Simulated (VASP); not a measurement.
# AgCl in VASP: single point with r2SCAN

Aim: the single point of AgCl with r2SCAN.

Program: VASP 6.6.1. These are calculated values, not measurements. Logs are shortened: lines on timing, memory, paths and dates and some standing lists are left out, and cuts for length are marked.

### Step 1. The cell of the first run

The typed cell holds 4 atoms: a = 3.921 Å, b = 3.921 Å, c = 5.544 Å, α = 90.00°, β = 89.99°, γ = 90.00°.

### Step 2. Single point, r2SCAN

POSCAR reads:

```
AgCl
1.0
    3.9166762094      0.0000000000      0.1936458320
    0.0000000000      3.9212466038      0.0000000000
   -0.2730111637      0.0000000000      5.5375273488
Ag Cl
2 2
Direct
    0.2500548782      0.2500000000      0.2500031853
    0.7499451218      0.7500000000      0.7499968147
    0.7500376905      0.7500000000      0.2499964643
    0.2499623095      0.2500000000      0.7500035357
```

INCAR.step1 reads:

```
PREC = Accurate
ENCUT = 520
ISMEAR = 0
SIGMA = 0.01
LREAL = F
LASPH = T
NELM = 80
NBANDS = 26
GGA = PE
ALGO = Normal
EDIFF = 1E-4
LWAVE = T
LCHARG = F
```

INCAR.step2 reads:

```
PREC = Accurate
ENCUT = 520
EDIFF = 1E-6
ISMEAR = 0
SIGMA = 0.01
LREAL = F
LASPH = T
NELM = 80
ALGO = Normal
ISIF = 2
LWAVE = F
LCHARG = F
METAGGA = R2SCAN
LMIXTAU = T
NBANDS = 26
ISTART = 1
```

KPOINTS reads:

```
Automatic mesh
0
Gamma
  4 4 4
```

Potentials or basis: VASP PAW PBE potentials, release 64 (Ag, Cl).

On the command line:

```bash
$ cat potpaw_PBE.64/Ag/POTCAR potpaw_PBE.64/Cl/POTCAR > POTCAR
$ cp INCAR.step1 INCAR
$ mpirun -np 1 vasp_std > vasp.out
$ cp INCAR.step2 INCAR
$ mpirun -np 1 vasp_std > vasp.out
```

OUTCAR:

```text
PREC = Accurate
   ENCUT = 520
   EDIFF = 1E-6
   ISMEAR = 0
   LREAL = F
   LASPH = T
   NELM = 80
   ISIF = 2
   METAGGA = R2SCAN
   ISTART = 1

 ion  position               nearest neighbor table
   1  0.250  0.250  0.250-   4 2.77   4 2.77   3 2.77   3 2.77   3 2.77   3 2.77
   2  0.750  0.750  0.750-   3 2.77   3 2.77   4 2.77   4 2.77   4 2.77   4 2.77
   3  0.750  0.750  0.250-   2 2.77   2 2.77   1 2.77   1 2.77   1 2.77   1 2.77
   4  0.250  0.250  0.750-   1 2.77   1 2.77   2 2.77   2 2.77   2 2.77   2 2.77

  LATTYP: Found a simple monoclinic cell.
 ALAT       =     3.9214603450
 B/A-ratio  =     0.9999454945
 C/A-ratio  =     1.4138236204
 COS(beta)  =    -0.0001390314

  Lattice vectors:

 A1 = (   3.9166762094,   0.0000000000,   0.1936458320)
 A2 = (   0.0000000000,  -3.9212466038,   0.0000000000)
 A3 = (   0.2730111637,   0.0000000000,  -5.5375273488)

Analysis of symmetry for initial positions (statically):
=====================================================================
 Subroutine PRICEL returns:
 Original cell was already a primitive cell.

 Routine SETGRP: Setting up the symmetry group for a
 simple monoclinic supercell.

 Subroutine GETGRP returns: Found  4 space group operations
 (whereof  2 operations were pure point group operations)
 out of a pool of  4 trial point group operations.

The static configuration has the point symmetry S_2 .
 The point group associated with its full space group is C_2h.

Analysis of symmetry for dynamics (positions and initial velocities):
=====================================================================
 Subroutine PRICEL returns:
 Original cell was already a primitive cell.

 Routine SETGRP: Setting up the symmetry group for a
 simple monoclinic supercell.

 Subroutine GETGRP returns: Found  4 space group operations
 (whereof  2 operations were pure point group operations)
 out of a pool of  4 trial point group operations.

The dynamic configuration has the point symmetry S_2 .
 The point group associated with its full space group is C_2h.

 Subroutine INISYM returns: Found  4 space group operations
 (whereof  2 operations are pure point group operations),
 and found     1 'primitive' translations

----------------------------------------------------------------------------------------

                                     Primitive cell

  volume of cell :      85.2541

  direct lattice vectors                    reciprocal lattice vectors
     3.916676209  0.000000000  0.193645832     0.254697686  0.000000000  0.012557105
     0.000000000  3.921246604  0.000000000     0.000000000  0.255020941  0.000000000
    -0.273011164  0.000000000  5.537527349    -0.008906709  0.000000000  0.180146897

  length of vectors
     3.921460345  3.921246604  5.544253262     0.255007044  0.255020941  0.180366943

  position of ions in fractional coordinates (direct lattice)
     0.250054878  0.250000000  0.250003185
     0.749945122  0.750000000  0.749996815
     0.750037691  0.750000000  0.249996464
     0.249962309  0.250000000  0.750003536

  ion indices of the primitive-cell ions
   primitive index   ion index
                 1           1
                 2           2
                 3           3
                 4           4

----------------------------------------------------------------------------------------

 KPOINTS: Automatic mesh

Automatic generation of k-mesh.
 Grid dimensions read from file:
 generate k-points for:    4    4    4

 Generating k-lattice:

  Cartesian coordinates                     Fractional coordinates (reciprocal lattice)
     0.063674422  0.000000000  0.003139276     0.250000000  0.000000000  0.000000000
     0.000000000  0.063755235  0.000000000     0.000000000  0.250000000  0.000000000
    -0.002226677  0.000000000  0.045036724     0.000000000  0.000000000  0.250000000

  Length of vectors
     0.063751761  0.063755235  0.045091736

  Shift w.r.t. Gamma in fractional coordinates (k-lattice)
     0.000000000  0.000000000  0.000000000

 Subroutine IBZKPT returns following result:
 ===========================================

 Found     30 irreducible k-points:

 Following reciprocal coordinates:
            Coordinates               Weight
  0.000000  0.000000  0.000000      1.000000
  0.250000  0.000000  0.000000      2.000000
  0.500000  0.000000  0.000000      1.000000
  0.000000  0.250000  0.000000      2.000000
  0.250000  0.250000  0.000000      4.000000
  0.500000  0.250000  0.000000      2.000000
[... 16 lines left out ...]
  0.250000  0.000000  0.500000      2.000000
  0.500000  0.000000  0.500000      1.000000
 [... further k-points ...]
   k-points           NKPTS =     30   k-points in BZ     NKDIM =     30   number of bands    NBANDS=     26
   number of dos      NEDOS =    301   number of ions     NIONS =      4
   total plane-waves  NPLWV =  37800
   dimension x,y,z NGX =    30 NGY =   30 NGZ =   42
   dimension x,y,z NGXF=    60 NGYF=   60 NGZF=   84
   ions per type =               2   2
   NGX,Y,Z   is equivalent  to a cutoff of  12.72, 12.72, 12.59 a.u.
   NGXF,Y,Z  is equivalent  to a cutoff of  25.44, 25.44, 25.19 a.u.
 SYSTEM =  unknown system
   PREC   = accura    normal or accurate (medium, high low for compatibility)
   ISTART =      1    job   : 0-new  1-cont  2-samecut
   ICHARG =      0    charge: 1-file 2-atom 10-const
   ISPIN  =      1    spin polarized calculation?
   LNONCOLLINEAR =      F non collinear calculations
   LSORBIT =      F    spin-orbit coupling
   LASPH  =      T    aspherical Exc in radial PAW
   ENCUT  =  520.0 eV  38.22 Ry    6.18 a.u.   7.29  7.29 10.31*2*pi/ulx,y,z
   NELM   =     80;   NELMIN=  2; NELMDL=  0     # of ELM steps
   EDIFF  = 0.1E-05   stopping-criterion for ELM
   LREAL  =      F    real-space projection
   EDIFFG = 0.1E-04   stopping-criterion for IOM
   NSW    =      0    number of steps for IOM
   IBRION =     -1    ionic relax: 0-MD 1-quasi-New 2-CG
   NFREE  =      0    steps in history (QN), initial steepest desc. (CG)
   ISIF   =      2    stress and relaxation
   ISYM   =      2    0-nonsym 1-usesym 2-fastsym
   POTIM  = 0.5000    time-step for ionic-motion
   TEBEG  =    0.0;   TEEND  =   0.0 temperature during run
   PSTRESS=    0.0 pullay stress
   NELECT =      36.0000    total number of electrons
   NUPDOWN=      -1.0000    fix difference up-down
   EMIN   =  10.00;   EMAX   =-10.00  energy-range for DOS
   EFERMI =   0.00;   METHOD = LEGACY
   ISMEAR =     0;   SIGMA  =   0.01  broadening in eV -4-tet -1-fermi 0-gaus
   EFERMI_NEDOS =   21; number of points for ismear=-14 and -15
   IALGO  =     38    algorithm
   IMIX   =      4    mixing-type and parameters
     AMIX     =   0.40;   BMIX     =  1.00
     AMIX_MAG =   1.60;   BMIX_MAG =  1.00
  volume/ion in A,a.u.               =      21.31       143.83
  Fermi-wavevector in a.u.,A,eV,Ry     =   1.228204  2.320970 20.524199  1.508486
  Thomas-Fermi vector in A             =   2.363139
   LORBIT       =      0    0 simple, 1 ext, 2 COOP (PROOUT), +10 PAW based schemes
   METAGGA = R2SCAN    functional components
   LHFCALC =     F    Hartree Fock is set to
   AEXX    =    0.0000 exact exchange contribution
   IVDW    =     0    specifies the selected vdW correction
   LEPSILON=     F    determine dielectric tensor
   LRPA    =     F    only Hartree local field effects (RPA)
 non-spin polarized calculation
 Gauss-broadening in eV      SIGMA  =   0.01
  energy-cutoff  :      520.00
  volume of cell :       85.25
 maximum number of plane-waves:      2348
 NGX is ok and might be reduce to    30
   NGX = 15   NGY = 15   NGZ = 21

 number of electron      36.0000011 magnetization

 Free energy of the ion-electron system (eV)
  ---------------------------------------------------
  ext. energy  EPLUGINS =         0.00000000
  ---------------------------------------------------
  free energy    TOTEN  =       -57.28021641 eV

  energy without entropy =      -57.28021641  energy(sigma->0) =      -57.28021641

 E-fermi :   3.5918     XC(G=0): -10.5108

 val. band max:        3.5471095946   @ k =   0.5000   0.0000   0.5000
 cond. band min:       4.9680761988   @ k =   0.0000   0.0000   0.0000
 fundamental gap:      1.4209666042
 Fermi energy:         3.5917936525

 k-point     1 :       0.0000    0.0000    0.0000
  band No.  band energies     occupation
      1     -12.2698      2.00000
      2     -11.8165      2.00000
      3      -0.9080      2.00000
      4       0.3622      2.00000
      5       0.3626      2.00000
      6       0.7889      2.00000
[... 18 lines left out ...]
     25      14.8847      0.00000
     26      15.8900      0.00000

 k-point     2 :       0.2500    0.0000    0.0000
  band No.  band energies     occupation
      1     -12.1227      2.00000
      2     -11.7928      2.00000
      3      -0.7688      2.00000
      4      -0.7519      2.00000
      5      -0.4155      2.00000
      6      -0.3491      2.00000
[... 18 lines left out ...]
     25      14.0859      0.00000
     26      14.1531      0.00000

 k-point     3 :       0.5000    0.0000    0.0000
  band No.  band energies     occupation
      1     -11.8690      2.00000
      2     -11.8689      2.00000
      3      -1.3392      2.00000
      4      -1.3392      2.00000
      5      -0.6534      2.00000
      6      -0.6532      2.00000
[... 18 lines left out ...]
     25      12.6623      0.00000
     26      12.6632      0.00000

 k-point     4 :       0.0000    0.2500    0.0000
  band No.  band energies     occupation
      1     -12.1226      2.00000
      2     -11.7928      2.00000
      3      -0.7687      2.00000
      4      -0.7519      2.00000
      5      -0.4155      2.00000
      6      -0.3494      2.00000
[... 18 lines left out ...]
     25      14.0853      0.00000
     26      14.1526      0.00000
[... 496 lines left out ...]
      1     -12.0191      2.00000
      2     -12.0191      2.00000
      3      -1.0279      2.00000
      4      -1.0279      2.00000
      5       0.3956      2.00000
      6       0.3957      2.00000
[... 18 lines left out ...]
     25      14.3521      0.00000
     26      14.3523      0.00000

 k-point    23 :       0.2500    0.0000    0.5000
  band No.  band energies     occupation
      1     -11.9282      2.00000
      2     -11.9280      2.00000
      3      -1.2819      2.00000
      4      -1.2818      2.00000
      5      -0.4985      2.00000
      6      -0.4981      2.00000
[... 18 lines left out ...]
     25      13.0156      0.00000
     26      13.0162      0.00000

 k-point    24 :       0.5000    0.0000    0.5000
  band No.  band energies     occupation
      1     -11.8330      2.00000
      2     -11.8328      2.00000
      3      -1.7927      2.00000
      4      -1.7925      2.00000
      5      -0.7276      2.00000
      6      -0.7269      2.00000
[... 18 lines left out ...]
     25      11.8168      0.00000
     26      11.8187      0.00000

 [... further k-points ...]
[... 5 lines left out ...]
  --------------------------------------------------------------------------------------
  -------------------------------------------------------------------------------------
  Total        0.0035573      0.0040188     -0.0686793      0.0000000      0.0000000      0.0031740
  in kB        0.0668519      0.0755247     -1.2906891      0.0000000      0.0000000      0.0596481
  external PRESSURE =      -0.3827709 kB  Pullay stress =       0.0000000 kB

 VOLUME and BASIS-vectors are now :
 -----------------------------------------------------------------------------
  energy-cutoff  :      520.00
  volume of cell :       85.25
      direct lattice vectors                 reciprocal lattice vectors
     3.916676209  0.000000000  0.193645832     0.254697686  0.000000000  0.012557105
     0.000000000  3.921246604  0.000000000     0.000000000  0.255020941  0.000000000
    -0.273011164  0.000000000  5.537527349    -0.008906709  0.000000000  0.180146897

 POSITION                                       TOTAL-FORCE (eV/Angst)
 -----------------------------------------------------------------------------------
      0.91113      0.98031      1.43282        -0.000091      0.000000     -0.000004
      2.73253      2.94093      4.29835         0.000091     -0.000000      0.000004
      2.86940      2.94093      1.52960        -0.000004      0.000000      0.000048
      0.77426      0.98031      4.20157         0.000004      0.000000     -0.000048
 -----------------------------------------------------------------------------------
    total drift:                                0.000000     -0.000000     -0.000000

  FREE ENERGIE OF THE ION-ELECTRON SYSTEM (eV)
  ---------------------------------------------------
  free  energy   TOTEN  =       -57.2802164144 eV

  energy  without entropy=      -57.2802164144  energy(sigma->0) =      -57.28021641
```

It took 2.9 min on 1 thread of AMD EPYC 7R43 (Zen 3), shared host; peak memory 0.19 GiB.

Results:

```
Free energy            : -57.2802 eV
Pressure               : 0.0 GPa
Band gap on the k mesh : 1.42 eV
```

Levels at points of the mesh, in eV from the valence-band top:
```csv
k point,band 16,band 17,band 18,band 19,band 20,band 21
"(0.00, 0.00, 0.00)",-1.96,-1.96,-1.85,1.42,2.92,8.34
"(0.50, 0.00, 0.00)",-1.60,-0.07,-0.07,5.49,5.49,6.56
"(0.00, 0.50, 0.00)",-1.60,-0.07,-0.07,5.49,5.49,6.56
"(0.50, 0.50, 0.00)",-1.96,-1.85,-1.85,2.93,2.93,8.34
"(0.00, 0.00, 0.50)",-1.79,-1.27,-1.27,3.91,3.91,8.03
"(0.50, 0.00, 0.50)",0.00,0.00,0.00,4.70,4.70,7.16
"(0.00, 0.50, 0.50)",0.00,0.00,0.00,4.70,4.70,7.16
"(0.50, 0.50, 0.50)",-1.94,-1.14,-1.14,4.73,4.73,8.36
```

Caveat: the PAW data sets were made with another functional, which shifts forces and pressure a little. r2SCAN opens gaps a little over a GGA but as a rule still falls short of measured ones.
